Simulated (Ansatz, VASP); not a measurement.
**Two plane-wave programs on BiP**

INCAR

```
SYSTEM = BiP
PREC     = Accurate       ! precision mode
ENCUT    = 520            ! plane-wave cutoff, eV
EDIFF    = 1E-7           ! SCF threshold, eV
ISMEAR   = 0              ! smearing method
SIGMA    = 0.05           ! smearing width, eV
LREAL    = .False.        ! projectors in reciprocal space
LASPH    = .True.         ! aspherical terms in the spheres
NELM     = 60             ! most SCF steps
ALGO     = Normal         ! electronic algorithm
ISIF     = 2              ! what is computed and relaxed
LWAVE    = .False.        ! write WAVECAR
LCHARG   = .False.        ! write CHGCAR
GGA      = PE             ! functional
NBANDS   = 28             ! bands
```

The input KPOINTS:

```
Automatic mesh
0
Gamma
  8 8 8
  0 0 0
```

POSCAR

```
BiP
1.0
    4.9232416239     -0.0349889441      0.0591275339
   -0.0349889441      4.9164313240     -0.0147188810
    0.0528646432     -0.0131598317      4.4270238958
Bi P
2 2
Direct
    0.4991367759     -0.0010824447      0.3023346307
    0.0053946016      0.5017052270      0.6997014905
   -0.0056470961      0.0066761401      0.0016905998
    0.5011157187      0.4927010776     -0.0037267210
```

Input for Ansatz:

```yaml
crystal:
  lattice:
    - [4.9232416239, -0.0349889441, 0.0591275339]
    - [-0.0349889441, 4.916431324, -0.014718881]
    - [0.0528646432, -0.0131598317, 4.4270238958]
  atoms:
    - { symbol: Bi, position: [0.4991367759, -0.0010824447, 0.3023346307] }
    - { symbol: Bi, position: [0.0053946016, 0.501705227, 0.6997014905] }
    - { symbol: P, position: [-0.0056470961, 0.0066761401, 0.0016905998] }
    - { symbol: P, position: [0.5011157187, 0.4927010776, -0.003726721] }
basis:
  ecutwfc: 420
  ecutrho_ratio: 4
kpoints:
  mp_grid: { grid: [8, 8, 8] }
hamiltonian:
  xc: pbe
scf:
  occupations: { method: gaussian, width: 0.05 }
output:
  forces: true
  stress: true
  eigenvalues: true
```

Change from the starting cell: all atoms moved at random (sigma 0.03 Å), cell strained at random (1 %).

Alike in both runs: task single point; functional PBE; k mesh 8 × 8 × 8; occupations gaussian, width 0.05 eV; no spin polarisation.

|  | VASP | Ansatz |
| --- | --- | --- |
| version | VASP 6.6.1 | Ansatz 0.2.0 |
| potentials or method | VASP PAW PBE potentials, release 64 (Bi_d, P), cutoff 520 eV | scalar-relativistic, plane waves, PAW |
| valence electrons in the cell | 40 | 40 |

Ansatz gave:

- gap on the k mesh at the Fermi level (eV): none
- pressure (GPa): 0.3
- traceless stress, the component that is largest in VASP (GPa): 0.40
- rms of the force components (eV/Å): 0.080

Estimate VASP's values.

gap on the k mesh at the Fermi level (eV): none; pressure (GPa): 0.3; traceless stress, the component that is largest in VASP (GPa): 0.39; rms of the force components (eV/Å): 0.080.

Atom by atom the forces differ by 0.003 eV/Å (rms over components). A gap of «none» marks a metal or a gap that the smearing closes.

Neither program's run includes spin-orbit coupling.
